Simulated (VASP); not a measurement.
# GaN (F-43m) in VASP: a series of runs

GaN is run at these levels: PBE+D3(BJ), PBEsol; tasks: single point.

Everything below comes from runs of VASP 6.6.1. Logs are shortened: lines on timing, memory, paths and dates and some standing lists are left out, and cuts for length are marked.

## 1. The cell of the first run

Symmetry: F-43m, No. 216, cubic system. Conventional cell: a = 4.477 Å, b = 4.477 Å, c = 4.477 Å, α = 90.00°, β = 90.00°, γ = 90.00°. Within 2.6 Å of Ga (site symmetry -43m) lie 4 N at 1.94 Å. N (site symmetry -43m) has 4 Ga at 1.94 Å within 2.6 Å.

## 2. Single point, PBE+D3(BJ)

File INCAR:

```
SYSTEM = GaN
ALGO     = Normal         ! electronic algorithm
EDIFF    = 1E-7           ! SCF threshold, eV
ENCUT    = 520            ! plane-wave cutoff, eV
GGA      = PE             ! functional
ISIF     = 2              ! what is computed and relaxed
ISMEAR   = -1             ! smearing method
IVDW     = 12             ! dispersion correction
LASPH    = .TRUE.         ! aspherical terms in the spheres
LCHARG   = .TRUE.         ! write CHGCAR
LELF     = .TRUE.         ! ELF
LREAL    = .FALSE.        ! projectors in reciprocal space
LVHAR    = .TRUE.       
LWAVE    = .FALSE.        ! write WAVECAR
NBANDS   = 16             ! bands
NELM     = 60             ! most SCF steps
PREC     = Accurate       ! precision mode
SIGMA    = 0.05           ! smearing width, eV
```

File KPOINTS:

```
k-points
0
G
  10 10 10
  0 0 0
```

File POSCAR:

```
GaN
1.0
    0.0000000000      2.2383759866      2.2383759866
    2.2383759866      0.0000000000      2.2383759866
    2.2383759866      2.2383759866      0.0000000000
Ga N
1 1
Direct
    0.0000000000      0.0000000000      0.0000000000
    0.2500000000      0.2500000000      0.2500000000
```

Potentials or basis: VASP PAW PBE potentials, release 64 (Ga_d, N).

The run is started by

```sh
$ cat potpaw_PBE.64/Ga_d/POTCAR potpaw_PBE.64/N/POTCAR > POTCAR
$ mpirun -np 1 vasp_std > vasp.out
```

OUTCAR:

```text
SYSTEM = GaN
   EDIFF = 1E-7
   ENCUT = 520
   GGA = PE
   ISIF = 2
   ISMEAR = -1
   IVDW = 12
   LASPH = .TRUE.
   LREAL = .FALSE.
   NELM = 60
   PREC = Accurate
 IVDW          = 12

 ion  position               nearest neighbor table
   1  0.000  0.000  0.000-   2 1.94   2 1.94   2 1.94   2 1.94
   2  0.250  0.250  0.250-   1 1.94   1 1.94   1 1.94   1 1.94

  LATTYP: Found a face centered cubic cell.
 ALAT       =     4.4767519732

  Lattice vectors:

 A1 = (   0.0000000000,   2.2383759866,   2.2383759866)
 A2 = (   2.2383759866,   0.0000000000,   2.2383759866)
 A3 = (   2.2383759866,   2.2383759866,   0.0000000000)

Analysis of symmetry for initial positions (statically):
=====================================================================
 Subroutine PRICEL returns:
 Original cell was already a primitive cell.

 Routine SETGRP: Setting up the symmetry group for a
 face centered cubic supercell.

 Subroutine GETGRP returns: Found 24 space group operations
 (whereof 24 operations were pure point group operations)
 out of a pool of 48 trial point group operations.

The static configuration has the point symmetry T_d .

Analysis of symmetry for dynamics (positions and initial velocities):
=====================================================================
 Subroutine PRICEL returns:
 Original cell was already a primitive cell.

 Routine SETGRP: Setting up the symmetry group for a
 face centered cubic supercell.

 Subroutine GETGRP returns: Found 24 space group operations
 (whereof 24 operations were pure point group operations)
 out of a pool of 48 trial point group operations.

The dynamic configuration has the point symmetry T_d .

 Subroutine INISYM returns: Found 24 space group operations
 (whereof 24 operations are pure point group operations),
 and found     1 'primitive' translations

----------------------------------------------------------------------------------------

                                     Primitive cell

  volume of cell :      22.4300

  direct lattice vectors                    reciprocal lattice vectors
     0.000000000  2.238375987  2.238375987    -0.223376235  0.223376235  0.223376235
     2.238375987  0.000000000  2.238375987     0.223376235 -0.223376235  0.223376235
     2.238375987  2.238375987  0.000000000     0.223376235  0.223376235 -0.223376235

  length of vectors
     3.165541678  3.165541678  3.165541678     0.386898988  0.386898988  0.386898988

  position of ions in fractional coordinates (direct lattice)
     0.000000000  0.000000000  0.000000000
     0.250000000  0.250000000  0.250000000

  ion indices of the primitive-cell ions
   primitive index   ion index
                 1           1
                 2           2

----------------------------------------------------------------------------------------

 KPOINTS: k-points

Automatic generation of k-mesh.
 Grid dimensions read from file:
 generate k-points for:   10   10   10

 Generating k-lattice:

  Cartesian coordinates                     Fractional coordinates (reciprocal lattice)
    -0.022337623  0.022337623  0.022337623     0.100000000  0.000000000  0.000000000
     0.022337623 -0.022337623  0.022337623     0.000000000  0.100000000  0.000000000
     0.022337623  0.022337623 -0.022337623     0.000000000  0.000000000  0.100000000

  Length of vectors
     0.038689899  0.038689899  0.038689899

  Shift w.r.t. Gamma in fractional coordinates (k-lattice)
     0.000000000  0.000000000  0.000000000

 Subroutine IBZKPT returns following result:
 ===========================================

 Found     47 irreducible k-points:

 Following reciprocal coordinates:
            Coordinates               Weight
  0.000000  0.000000  0.000000      1.000000
  0.100000  0.000000  0.000000      8.000000
  0.200000  0.000000  0.000000      8.000000
  0.300000  0.000000  0.000000      8.000000
  0.400000  0.000000  0.000000      8.000000
  0.500000  0.000000  0.000000      4.000000
[... 16 lines left out ...]
  0.300000  0.300000  0.000000      6.000000
  0.400000  0.300000  0.000000     24.000000
 [... further k-points ...]
   k-points           NKPTS =     47   k-points in BZ     NKDIM =     47   number of bands    NBANDS=     16
   number of dos      NEDOS =    301   number of ions     NIONS =      2
   total plane-waves  NPLWV =  13824
   dimension x,y,z NGX =    24 NGY =   24 NGZ =   24
   dimension x,y,z NGXF=    48 NGYF=   48 NGZF=   48
   ions per type =               1   1
   NGX,Y,Z   is equivalent  to a cutoff of  12.60, 12.60, 12.60 a.u.
   NGXF,Y,Z  is equivalent  to a cutoff of  25.21, 25.21, 25.21 a.u.
 SYSTEM =  GaN
   PREC   = accura    normal or accurate (medium, high low for compatibility)
   ISTART =      0    job   : 0-new  1-cont  2-samecut
   ICHARG =      2    charge: 1-file 2-atom 10-const
   ISPIN  =      1    spin polarized calculation?
   LNONCOLLINEAR =      F non collinear calculations
   LSORBIT =      F    spin-orbit coupling
   LASPH  =      T    aspherical Exc in radial PAW
   ENCUT  =  520.0 eV  38.22 Ry    6.18 a.u.   5.89  5.89  5.89*2*pi/ulx,y,z
   NELM   =     60;   NELMIN=  2; NELMDL= -5     # of ELM steps
   EDIFF  = 0.1E-06   stopping-criterion for ELM
   LREAL  =      F    real-space projection
   EDIFFG = 0.1E-05   stopping-criterion for IOM
   NSW    =      0    number of steps for IOM
   IBRION =     -1    ionic relax: 0-MD 1-quasi-New 2-CG
   NFREE  =      0    steps in history (QN), initial steepest desc. (CG)
   ISIF   =      2    stress and relaxation
   ISYM   =      2    0-nonsym 1-usesym 2-fastsym
   POTIM  = 0.5000    time-step for ionic-motion
   TEBEG  =    0.0;   TEEND  =   0.0 temperature during run
   PSTRESS=    0.0 pullay stress
   NELECT =      18.0000    total number of electrons
   NUPDOWN=      -1.0000    fix difference up-down
   EMIN   =  10.00;   EMAX   =-10.00  energy-range for DOS
   EFERMI =   0.00;   METHOD = LEGACY
   ISMEAR =    -1;   SIGMA  =   0.05  broadening in eV -4-tet -1-fermi 0-gaus
   EFERMI_NEDOS =   21; number of points for ismear=-14 and -15
   IALGO  =     38    algorithm
   IMIX   =      4    mixing-type and parameters
     AMIX     =   0.40;   BMIX     =  1.00
     AMIX_MAG =   1.60;   BMIX_MAG =  1.00
  volume/ion in A,a.u.               =      11.21        75.68
  Fermi-wavevector in a.u.,A,eV,Ry     =   1.521327  2.874892 31.489820  2.314436
  Thomas-Fermi vector in A             =   2.630057
   LORBIT       =      0    0 simple, 1 ext, 2 COOP (PROOUT), +10 PAW based schemes
   GGA     = PE    functional components
   LHFCALC =     F    Hartree Fock is set to
   AEXX    =    0.0000 exact exchange contribution
   IVDW    =    12    specifies the selected vdW correction
   LEPSILON=     F    determine dielectric tensor
   LRPA    =     F    only Hartree local field effects (RPA)
 non-spin polarized calculation
  energy-cutoff  :      520.00
  volume of cell :       22.43
 maximum number of plane-waves:       620
   NGX = 11   NGY = 11   NGZ = 11

 number of electron      18.0000015 magnetization

 Free energy of the ion-electron system (eV)
  ---------------------------------------------------
  ext. energy  EPLUGINS =         0.00000000
  ---------------------------------------------------
  free energy    TOTEN  =       -12.12274933 eV

  energy without entropy =      -12.12274933  energy(sigma->0) =      -12.12274933

 E-fermi :   6.4741     XC(G=0): -11.7753

 val. band max:        5.5033977473   @ k =   0.0000   0.0000   0.0000
 cond. band min:       7.3584284337   @ k =   0.0000   0.0000   0.0000
 fundamental gap:      1.8550306864
 Fermi energy:         6.4741096907

 k-point     1 :       0.0000    0.0000    0.0000
  band No.  band energies     occupation
      1     -10.6050      2.00000
      2      -7.9563      2.00000
      3      -7.9563      2.00000
      4      -7.9563      2.00000
      5      -7.6155      2.00000
      6      -7.6155      2.00000
[... 8 lines left out ...]
     15      24.5132      0.00000
     16      24.5132      0.00000

 k-point     2 :       0.1000    0.0000    0.0000
  band No.  band energies     occupation
      1     -10.4902      2.00000
      2      -7.9418      2.00000
      3      -7.9418      2.00000
      4      -7.9188      2.00000
      5      -7.6169      2.00000
      6      -7.6169      2.00000
[... 8 lines left out ...]
     15      23.1977      0.00000
     16      23.2363      0.00000

 k-point     3 :       0.2000    0.0000    0.0000
  band No.  band energies     occupation
      1     -10.1986      2.00000
      2      -7.9083      2.00000
      3      -7.9083      2.00000
      4      -7.7600      2.00000
      5      -7.6157      2.00000
      6      -7.6157      2.00000
[... 8 lines left out ...]
     15      22.4242      0.00000
     16      22.4242      0.00000

 k-point     4 :       0.3000    0.0000    0.0000
  band No.  band energies     occupation
      1      -9.8822      2.00000
      2      -7.8785      2.00000
      3      -7.8785      2.00000
      4      -7.6014      2.00000
      5      -7.6014      2.00000
      6      -7.3661      2.00000
[... 8 lines left out ...]
     15      22.9309      0.00000
     16      22.9309      0.00000

 k-point     5 :       0.4000    0.0000    0.0000
  band No.  band energies     occupation
      1      -9.6875      2.00000
      2      -7.8656      2.00000
      3      -7.8656      2.00000
      4      -7.5777      2.00000
      5      -7.5777      2.00000
      6      -6.7465      2.00000
[... 8 lines left out ...]
     15      24.3729      0.00000
     16      24.3729      0.00000

 k-point     6 :       0.5000    0.0000    0.0000
  band No.  band energies     occupation
      1      -9.6301      2.00000
      2      -7.8632      2.00000
      3      -7.8632      2.00000
      4      -7.5658      2.00000
      5      -7.5658      2.00000
      6      -6.3713      2.00000
[... 8 lines left out ...]
     15      25.4122      0.00000
     16      25.4122      0.00000
[... 267 lines left out ...]
 k-point    21 :      -0.3000    0.2000    0.0000
  band No.  band energies     occupation
      1      -9.6139      2.00000
      2      -7.8536      2.00000
      3      -7.8068      2.00000
      4      -7.6228      2.00000
      5      -7.6209      2.00000
      6      -6.6155      2.00000
[... 8 lines left out ...]
     15      23.0435      0.00000
     16      26.3699      0.00000

 k-point    22 :      -0.2000    0.2000    0.0000
  band No.  band energies     occupation
      1      -9.7848      2.00000
      2      -7.8615      2.00000
      3      -7.8458      2.00000
      4      -7.6393      2.00000
      5      -7.6328      2.00000
      6      -7.1848      2.00000
[... 8 lines left out ...]
     15      23.0907      0.00000
     16      26.3167      0.00000

 k-point    23 :       0.3000    0.3000    0.0000
  band No.  band energies     occupation
      1      -9.6915      2.00000
      2      -7.8045      2.00000
      3      -7.7548      2.00000
      4      -7.7548      2.00000
      5      -7.5623      2.00000
      6      -7.1765      2.00000
[... 8 lines left out ...]
     15      27.7382      0.00000
     16      28.3074      0.00000

 k-point    24 :       0.4000    0.3000    0.0000
  band No.  band energies     occupation
      1      -9.5618      2.00000
      2      -7.8225      2.00000
      3      -7.7185      2.00000
      4      -7.7177      2.00000
      5      -7.5516      2.00000
      6      -6.7178      2.00000
[... 8 lines left out ...]
     15      28.1495      0.00000
     16      28.1526      0.00000

 [... further k-points ...]

------------------------ aborting loop because EDIFF is reached ----------------------------------------

 Edisp (eV)   -0.51895

 E8    (eV) :    -0.2105

  FORCE on cell =-STRESS in cart. coord.  units (eV):
  Direction    XX          YY          ZZ          XY          YZ          ZX
  --------------------------------------------------------------------------------------
  -------------------------------------------------------------------------------------
  Total       0.74006     0.74006     0.74006     0.00000     0.00000     0.00000
  in kB      52.86281    52.86281    52.86281     0.00000     0.00000     0.00000
  external pressure =       52.86 kB  Pullay stress =        0.00 kB

 VOLUME and BASIS-vectors are now :
 -----------------------------------------------------------------------------
  energy-cutoff  :      520.00
  volume of cell :       22.43
      direct lattice vectors                 reciprocal lattice vectors
     0.000000000  2.238375987  2.238375987    -0.223376235  0.223376235  0.223376235
     2.238375987  0.000000000  2.238375987     0.223376235 -0.223376235  0.223376235
     2.238375987  2.238375987  0.000000000     0.223376235  0.223376235 -0.223376235

 POSITION                                       TOTAL-FORCE (eV/Angst)
 -----------------------------------------------------------------------------------
      0.00000      0.00000      0.00000        -0.000000     -0.000000     -0.000000
      1.11919      1.11919      1.11919         0.000000      0.000000      0.000000
 -----------------------------------------------------------------------------------
    total drift:                                0.000002      0.000002      0.000002

  FREE ENERGIE OF THE ION-ELECTRON SYSTEM (eV)
  ---------------------------------------------------
  free  energy   TOTEN  =       -12.6417040564 eV

  energy  without entropy=      -12.6417040563  energy(sigma->0) =      -12.64170406
```

Run time: 22 s. Hardware: 1 thread of Intel Xeon 8259CL, shared host; peak memory 0.16 GiB.

Results:

```
Free energy                : -12.6417 eV
Pressure                   : 5.3 GPa
Band gap on the k mesh     : 1.85 eV, direct
Dispersion energy per atom : -0.259 eV
```

Levels at points of the mesh, in eV from the valence-band top:
```tsv
k point	band 6	band 7	band 8	band 9	band 10	band 11	band 12	band 13
(0.00, 0.00, 0.00)	-13.12	0.00	0.00	0.00	1.85	10.43	10.43	10.43
(0.50, 0.00, 0.00)	-11.87	-7.17	-0.99	-0.99	4.78	8.83	10.47	10.47
(0.50, 0.50, 0.00)	-11.46	-6.21	-2.77	-2.77	3.36	6.78	11.85	14.18
```

Expect the measured gap to be larger: semilocal functionals such as PBE lack the derivative discontinuity.

## 3. Single point, PBE+D3(BJ)

This run uses another cell than the first one, of 11.44 Å³/atom, 1.020 times its volume.

File INCAR:

```
PREC = Accurate ; ENCUT = 520
EDIFF = 1E-6 ; ISMEAR = -1
SIGMA = 0.05 ; LREAL = F
LASPH = T ; NELM = 100
ALGO = Normal ; ISIF = 2
LWAVE = F ; LCHARG = T
GGA = PE ; IVDW = 12
LELF = T ; LVHAR = T
NBANDS = 16
```

File KPOINTS:

```
Automatic mesh
0
Gamma
  10 10 10
```

File POSCAR:

```
GaN
1.0
    0.0000000000      2.2535006075      2.2535006075
    2.2535006075      0.0000000000      2.2535006075
    2.2535006075      2.2535006075      0.0000000000
Ga N
1 1
Direct
    0.0000000000      0.0000000000      0.0000000000
    0.2500000000      0.2500000000      0.2500000000
```

Potentials or basis: VASP PAW PBE potentials, release 64 (Ga_d, N).

The run is started by

```sh
$ cat potpaw_PBE.64/Ga_d/POTCAR potpaw_PBE.64/N/POTCAR > POTCAR
$ mpirun -np 1 vasp_std > vasp.out
```

Run time: 25 s. Hardware: 1 thread of Intel Xeon 8259CL, shared host; peak memory 0.16 GiB.

It converged, with:

| Item | Value |
| --- | --- |
| Free energy | -12.6514 eV |
| Pressure | 1.4 GPa |
| Band gap on the k mesh | 1.72 eV, direct |
| Dispersion energy per atom | -0.254 eV |

Levels at points of the mesh, in eV from the valence-band top:
| k point | band 6 | band 7 | band 8 | band 9 | band 10 | band 11 | band 12 | band 13 |
| --- | --- | --- | --- | --- | --- | --- | --- | --- |
| (0.00, 0.00, 0.00) | -13.12 | 0.00 | 0.00 | 0.00 | 1.72 | 10.30 | 10.30 | 10.30 |
| (0.50, 0.00, 0.00) | -11.88 | -7.04 | -0.97 | -0.97 | 4.64 | 8.73 | 10.37 | 10.37 |
| (0.50, 0.50, 0.00) | -11.45 | -6.12 | -2.70 | -2.70 | 3.35 | 6.66 | 11.71 | 13.96 |

## 4. Single point, PBEsol

This run uses another cell than the first one, of 11.38 Å³/atom, 1.014 times its volume.

File INCAR:

```
SYSTEM = GaN
PREC = Accurate
ENCUT = 520
EDIFF = 1E-6
ISMEAR = -1
SIGMA = 0.05
LREAL = .FALSE.
LASPH = .TRUE.
NELM = 100
ALGO = Normal
ISIF = 2
LWAVE = .FALSE.
LCHARG = .FALSE.
GGA = PS
NBANDS = 16
```

File KPOINTS:

```
Automatic mesh
0
G
  10 10 10
  0 0 0
```

File POSCAR:

```
GaN
1.0
    0.0000000000      2.2491150650      2.2491150650
    2.2491150650      0.0000000000      2.2491150650
    2.2491150650      2.2491150650      0.0000000000
Ga N
1 1
Direct
    0.0000000000      0.0000000000      0.0000000000
    0.2500000000      0.2500000000      0.2500000000
```

The run is started by

```sh
$ cat potpaw_PBE.64/Ga_d/POTCAR potpaw_PBE.64/N/POTCAR > POTCAR
$ mpirun -np 1 vasp_std > vasp.out
```

Run time: 24 s. Hardware: 1 thread of Intel Xeon 8259CL, shared host; peak memory 0.14 GiB.

It converged, with:

| Property | Result |
| --- | --- |
| Free energy | -13.1225 eV |
| Pressure | -0.2 GPa |
| Band gap on the k mesh | 1.72 eV, direct |

Levels at points of the mesh, in eV from the valence-band top:
```csv
k point,band 6,band 7,band 8,band 9,band 10,band 11,band 12,band 13
"(0.00, 0.00, 0.00)",-13.08,0.00,0.00,0.00,1.72,10.24,10.24,10.24
"(0.50, 0.00, 0.00)",-11.83,-7.15,-0.99,-0.99,4.60,8.66,10.29,10.29
"(0.50, 0.50, 0.00)",-11.40,-6.20,-2.75,-2.75,3.23,6.60,11.62,13.94
```

Caveat: the PAW data sets were made with another functional, which shifts forces and pressure a little.

## 5. Summary

| level | cell | gap on the mesh (eV) | pressure (GPa) |
| --- | --- | --- | --- |
| PBE+D3(BJ) | a = 3.166 Å, angles 60.0°, 2 atoms | 1.85 | 5.3 |
| PBE+D3(BJ) | a = 3.187 Å, angles 60.0°, 2 atoms | 1.72 | 1.4 |
| PBEsol | a = 3.181 Å, angles 60.0°, 2 atoms | 1.72 | -0.2 |

Alike in all rows: task single point; potentials or basis VASP PAW PBE potentials, release 64 (Ga_d, N); no spin polarisation; k mesh 10 × 10 × 10; cutoff (eV) 520; smearing fermi-dirac 0.05 eV.

Caveats: the PAW data sets were made with another functional, which shifts forces and pressure a little (some runs).

Total energies depend on the potentials used, so only differences within one code and one set of settings carry meaning.
